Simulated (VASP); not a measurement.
# Al3GaN4 (P1) in VASP: single point with PBEsol

Aim: the single point of Al3GaN4 with PBEsol.

Everything below comes from runs of VASP 6.6.1. Logs are shortened: lines on timing, memory, paths and dates and some standing lists are left out, and cuts for length are marked.

## (1) The cell of the first run

The typed cell holds 8 atoms: a = 4.533 Å, b = 4.428 Å, c = 4.167 Å, α = 83.57°, β = 84.73°, γ = 94.18°.

## (2) Single point, PBEsol (atoms moved at random and the cell strained at random)

The input, INCAR:

```
SYSTEM = Al3GaN4
ALGO     = Normal         ! electronic algorithm
EDIFF    = 1E-6           ! SCF threshold, eV
ENCUT    = 520            ! plane-wave cutoff, eV
GGA      = PS             ! functional
ISIF     = 2              ! what is computed and relaxed
ISMEAR   = 0              ! smearing method
LASPH    = .TRUE.         ! aspherical terms in the spheres
LCHARG   = .FALSE.        ! write CHGCAR
LREAL    = .FALSE.        ! projectors in reciprocal space
LWAVE    = .FALSE.        ! write WAVECAR
NBANDS   = 31             ! bands
NELM     = 80             ! most SCF steps
PREC     = Accurate       ! precision mode
SIGMA    = 0.05           ! smearing width, eV
```

The input, KPOINTS:

```
k-points
0
G
  6 6 6
  0 0 0
```

The input, POSCAR:

```
Al3GaN4
1.0
    4.5248162657     -0.1693143114      0.2047868652
   -0.1693143114      4.4176162694      0.2449098038
    0.2047868652      0.2449098038      4.1550158308
Al Ga N
3 1 4
Direct
    0.4782560876      0.5472711699      0.0296903479
    0.4798343670     -0.0288990036      0.5446302184
    0.0191487591      0.5291024833      0.5050507795
    0.0339245020     -0.0149459340      0.0196423678
    0.7856487620      0.7448659863      0.2073908838
    0.7369212222      0.2288990974      0.7416239668
    0.2639758377      0.7462019513      0.7299605749
    0.2022904623      0.2475042495      0.2220108608
```

Potentials or basis: VASP PAW PBE potentials, release 64 (Al, Ga_d, N).

Run with:

```console
cat potpaw_PBE.64/Al/POTCAR potpaw_PBE.64/Ga_d/POTCAR potpaw_PBE.64/N/POTCAR > POTCAR
mpirun -np 1 vasp_std > vasp.out
```

OUTCAR:

```text
SYSTEM = Al3GaN4
   EDIFF = 1E-6
   ENCUT = 520
   GGA = PS
   ISIF = 2
   ISMEAR = 0
   LASPH = .TRUE.
   LREAL = .FALSE.
   NELM = 80
   PREC = Accurate

 ion  position               nearest neighbor table
   1  0.478  0.547  0.030-   8 1.82   7 1.84   5 1.85   6 2.27   2 2.60   3 2.73   4 2.90   2 3.00
                             4 3.06   4 3.09   3 3.14   2 3.15   3 3.16   3 3.29
   2  0.480  0.971  0.545-   7 1.45   6 1.88   8 2.25   5 2.25   1 2.60   4 2.71   3 2.79   1 3.00
                             4 3.11   1 3.15   3 3.24   3 3.33   3 3.35
   3  0.019  0.529  0.505-   7 1.81   6 1.90   5 1.92   8 1.98   4 2.69   1 2.73   2 2.79   4 3.05
                             4 3.11   1 3.14   1 3.16   2 3.24   1 3.29   2 3.33   2 3.35
   4  0.034  0.985  0.020-   5 1.58   8 1.69   7 1.97   6 2.13   3 2.69   2 2.71   1 2.90   3 3.05
                             1 3.06   1 3.09   3 3.11   2 3.11
   5  0.786  0.745  0.207-   4 1.58   1 1.85   3 1.92   2 2.25
   6  0.737  0.229  0.742-   2 1.88   3 1.90   4 2.13   1 2.27
   7  0.264  0.746  0.730-   2 1.45   3 1.81   1 1.84   4 1.97
   8  0.202  0.248  0.222-   4 1.69   1 1.82   3 1.98   2 2.25

  LATTYP: Found a triclinic cell.
 ALAT       =     6.1008764857
 B/A-ratio  =     0.7429443188
 C/A-ratio  =     1.0508176886
 COS(alpha) =     0.0093647147
 COS(beta)  =     0.5609751378
 COS(gamma) =     0.6900049405

  Lattice vectors:

 A1 = (  -4.3555019543,  -4.2483019580,  -0.4496966690)
 A2 = (  -4.5248162657,   0.1693143114,  -0.2047868652)
 A3 = (  -0.0354725538,  -4.6625260732,  -4.3999256346)

Analysis of symmetry for initial positions (statically):
=====================================================================
 Subroutine PRICEL returns:
 Original cell was already a primitive cell.

 Routine SETGRP: Setting up the symmetry group for a
 triclinic supercell.

 Subroutine GETGRP returns: Found  1 space group operations
 (whereof  1 operations were pure point group operations)
 out of a pool of  2 trial point group operations.

The static configuration has the point symmetry C_1 .

Analysis of symmetry for dynamics (positions and initial velocities):
=====================================================================
 Subroutine PRICEL returns:
 Original cell was already a primitive cell.

 Routine SETGRP: Setting up the symmetry group for a
 triclinic supercell.

 Subroutine GETGRP returns: Found  1 space group operations
 (whereof  1 operations were pure point group operations)
 out of a pool of  2 trial point group operations.

The dynamic configuration has the point symmetry C_1 .

 Subroutine INISYM returns: Found  1 space group operations
 (whereof  1 operations are pure point group operations),
 and found     1 'primitive' translations

----------------------------------------------------------------------------------------

                                     Primitive cell

  volume of cell :      82.4614

  direct lattice vectors                    reciprocal lattice vectors
     4.524816266 -0.169314311  0.204786865     0.221864724  0.009139520 -0.011473684
    -0.169314311  4.417616269  0.244909804     0.009139520  0.227485058 -0.013859147
     0.204786865  0.244909804  4.155015831    -0.011473684 -0.013859147  0.242055372

  length of vectors
     4.532611525  4.427638383  4.167262294     0.222349122  0.228090022  0.242723143

  position of ions in fractional coordinates (direct lattice)
     0.478256088  0.547271170  0.029690348
     0.479834367  0.971100996  0.544630218
     0.019148759  0.529102483  0.505050780
     0.033924502  0.985054066  0.019642368
     0.785648762  0.744865986  0.207390884
     0.736921222  0.228899097  0.741623967
     0.263975838  0.746201951  0.729960575
     0.202290462  0.247504249  0.222010861

  ion indices of the primitive-cell ions
   primitive index   ion index
                 1           1
                 2           2
                 3           3
                 4           4
                 5           5
                 6           6
                 7           7
                 8           8

----------------------------------------------------------------------------------------

 KPOINTS: k-points

Automatic generation of k-mesh.
 Grid dimensions read from file:
 generate k-points for:    6    6    6

 Generating k-lattice:

  Cartesian coordinates                     Fractional coordinates (reciprocal lattice)
     0.036977454  0.001523253 -0.001912281     0.166666667  0.000000000 -0.000000000
     0.001523253  0.037914176 -0.002309858     0.000000000  0.166666667 -0.000000000
    -0.001912281 -0.002309858  0.040342562    -0.000000000  0.000000000  0.166666667

  Length of vectors
     0.037058187  0.038015004  0.040453857

  Shift w.r.t. Gamma in fractional coordinates (k-lattice)
     0.000000000  0.000000000  0.000000000

 Subroutine IBZKPT returns following result:
 ===========================================

 Found    112 irreducible k-points:

 Following reciprocal coordinates:
            Coordinates               Weight
  0.000000  0.000000  0.000000      1.000000
  0.166667  0.000000  0.000000      2.000000
  0.333333  0.000000  0.000000      2.000000
  0.500000  0.000000  0.000000      1.000000
  0.000000  0.166667  0.000000      2.000000
  0.166667  0.166667  0.000000      2.000000
[... 16 lines left out ...]
  0.333333  0.000000  0.166667      2.000000
  0.500000  0.000000  0.166667      2.000000
 [... further k-points ...]
   k-points           NKPTS =    112   k-points in BZ     NKDIM =    112   number of bands    NBANDS=     31
   number of dos      NEDOS =    301   number of ions     NIONS =      8
   total plane-waves  NPLWV =  41472
   dimension x,y,z NGX =    36 NGY =   36 NGZ =   32
   dimension x,y,z NGXF=    72 NGYF=   72 NGZF=   64
   ions per type =               3   1   4
   NGX,Y,Z   is equivalent  to a cutoff of  13.20, 13.52, 12.77 a.u.
   NGXF,Y,Z  is equivalent  to a cutoff of  26.41, 27.03, 25.53 a.u.
 SYSTEM =  Al3GaN4
   PREC   = accura    normal or accurate (medium, high low for compatibility)
   ISTART =      0    job   : 0-new  1-cont  2-samecut
   ICHARG =      2    charge: 1-file 2-atom 10-const
   ISPIN  =      1    spin polarized calculation?
   LNONCOLLINEAR =      F non collinear calculations
   LSORBIT =      F    spin-orbit coupling
   LASPH  =      T    aspherical Exc in radial PAW
   ENCUT  =  520.0 eV  38.22 Ry    6.18 a.u.   8.43  8.23  7.75*2*pi/ulx,y,z
   NELM   =     80;   NELMIN=  2; NELMDL= -5     # of ELM steps
   EDIFF  = 0.1E-05   stopping-criterion for ELM
   LREAL  =      F    real-space projection
   EDIFFG = 0.1E-04   stopping-criterion for IOM
   NSW    =      0    number of steps for IOM
   IBRION =     -1    ionic relax: 0-MD 1-quasi-New 2-CG
   NFREE  =      0    steps in history (QN), initial steepest desc. (CG)
   ISIF   =      2    stress and relaxation
   ISYM   =      2    0-nonsym 1-usesym 2-fastsym
   POTIM  = 0.5000    time-step for ionic-motion
   TEBEG  =    0.0;   TEEND  =   0.0 temperature during run
   PSTRESS=    0.0 pullay stress
   NELECT =      42.0000    total number of electrons
   NUPDOWN=      -1.0000    fix difference up-down
   EMIN   =  10.00;   EMAX   =-10.00  energy-range for DOS
   EFERMI =   0.00;   METHOD = LEGACY
   ISMEAR =     0;   SIGMA  =   0.05  broadening in eV -4-tet -1-fermi 0-gaus
   EFERMI_NEDOS =   21; number of points for ismear=-14 and -15
   IALGO  =     38    algorithm
   IMIX   =      4    mixing-type and parameters
     AMIX     =   0.40;   BMIX     =  1.00
     AMIX_MAG =   1.60;   BMIX_MAG =  1.00
  volume/ion in A,a.u.               =      10.31        69.56
  Fermi-wavevector in a.u.,A,eV,Ry     =   1.307397  2.470623 23.256275  1.709288
  Thomas-Fermi vector in A             =   2.438135
   LORBIT       =      0    0 simple, 1 ext, 2 COOP (PROOUT), +10 PAW based schemes
   GGA     = PS    functional components
   LHFCALC =     F    Hartree Fock is set to
   AEXX    =    0.0000 exact exchange contribution
   IVDW    =     0    specifies the selected vdW correction
   LEPSILON=     F    determine dielectric tensor
   LRPA    =     F    only Hartree local field effects (RPA)
 non-spin polarized calculation
 Gauss-broadening in eV      SIGMA  =   0.05
  energy-cutoff  :      520.00
  volume of cell :       82.46
 maximum number of plane-waves:      2236
 NGX is ok and might be reduce to    36
   NGX = 17   NGY = 17   NGZ = 15

 number of electron      42.0000002 magnetization

 Free energy of the ion-electron system (eV)
  ---------------------------------------------------
  ext. energy  EPLUGINS =         0.00000000
  ---------------------------------------------------
  free energy    TOTEN  =       -51.50434915 eV

  energy without entropy =      -51.50407926  energy(sigma->0) =      -51.50421421

 E-fermi :   7.3400     XC(G=0): -11.4730

 val. band max:        7.3310557037   @ k =   0.5000   0.5000   0.5000
 cond. band min:       7.3475574497   @ k =   0.0000   0.0000   0.0000
 fundamental gap:      0.0165017460
 Fermi energy:         7.3399854749

 k-point     1 :       0.0000    0.0000    0.0000
  band No.  band energies     occupation
      1     -10.2358      2.00000
      2      -8.9159      2.00000
      3      -8.1963      2.00000
      4      -6.9968      2.00000
      5      -6.8382      2.00000
      6      -6.7884      2.00000
[... 23 lines left out ...]
     30      17.4522      0.00000
     31      17.9010      0.00000

 k-point     2 :       0.1667    0.0000    0.0000
  band No.  band energies     occupation
      1     -10.1431      2.00000
      2      -8.9733      2.00000
      3      -8.1953      2.00000
      4      -6.9933      2.00000
      5      -6.8303      2.00000
      6      -6.7865      2.00000
[... 740 lines left out ...]
 k-point    24 :       0.5000    0.0000    0.1667
  band No.  band energies     occupation
      1      -9.6221      2.00000
      2      -9.2883      2.00000
      3      -8.2359      2.00000
      4      -6.9459      2.00000
      5      -6.7931      2.00000
      6      -6.7341      2.00000
[... 23 lines left out ...]
     30      16.4369      0.00000
     31      17.0481      0.00000

 [... further k-points ...]

------------------------ aborting loop because EDIFF is reached ----------------------------------------

  FORCE on cell =-STRESS in cart. coord.  units (eV):
  Direction    XX          YY          ZZ          XY          YZ          ZX
  --------------------------------------------------------------------------------------
  -------------------------------------------------------------------------------------
  Total       18.0169047     21.2493060     16.7212397     22.2872515    -17.4638198    -16.1932283
  in kB      350.0578712    412.8615275    324.8838615    433.0281993   -339.3117569   -314.6249099
  external PRESSURE =     362.6010867 kB  Pullay stress =       0.0000000 kB

 VOLUME and BASIS-vectors are now :
 -----------------------------------------------------------------------------
  energy-cutoff  :      520.00
  volume of cell :       82.46
      direct lattice vectors                 reciprocal lattice vectors
     4.524816266 -0.169314311  0.204786865     0.221864724  0.009139520 -0.011473684
    -0.169314311  4.417616269  0.244909804     0.009139520  0.227485058 -0.013859147
     0.204786865  0.244909804  4.155015831    -0.011473684 -0.013859147  0.242055372

 POSITION                                       TOTAL-FORCE (eV/Angst)
 -----------------------------------------------------------------------------------
      2.07744      2.34393      0.35534         2.826621     -3.846565     -1.239841
      2.11827      4.34209      2.59904        12.813479     13.775864    -10.417508
      0.10049      2.45782      2.23200        -3.370431     -3.933681     -0.358132
     -0.00926      4.35066      0.32981         1.559446      5.630134     -7.281681
      3.47127      3.20830      1.20503        -8.029801     -6.174162      6.553506
      3.44755      1.06805      3.28843        -0.200835      1.259539      0.239403
      1.21759      3.43051      3.26981        -9.890034    -10.292176      7.763662
      0.91889      1.11350      1.02450         4.291555      3.581048      4.740592
 -----------------------------------------------------------------------------------
    total drift:                               -0.000838     -0.000199      0.000120

  FREE ENERGIE OF THE ION-ELECTRON SYSTEM (eV)
  ---------------------------------------------------
  free  energy   TOTEN  =       -51.5043491489 eV

  energy  without entropy=      -51.5040792636  energy(sigma->0) =      -51.50421421
```

It took 5.5 min on 1 thread of Intel Xeon 8259CL, shared host; peak memory 0.36 GiB.

Results:

* Free energy: -51.5043 eV
* Pressure: 36.3 GPa
* Largest force: 21.505 eV/Å
* Band gap on the k mesh: 0.02 eV (least direct gap 0.25 eV)

Forces on the atoms (eV/Å):
```
Al    2.827  -3.847  -1.240
Al   12.813  13.776 -10.418
Al   -3.370  -3.934  -0.358
Ga    1.559   5.630  -7.282
N    -8.030  -6.174   6.554
N    -0.201   1.260   0.239
N    -9.890 -10.292   7.764
N     4.292   3.581   4.741
```

Caveat: the cell differs from its parent crystal (atoms moved at random and the cell strained at random); the cell stands under pressure; the PAW data sets were made with another functional, which shifts forces and pressure a little.
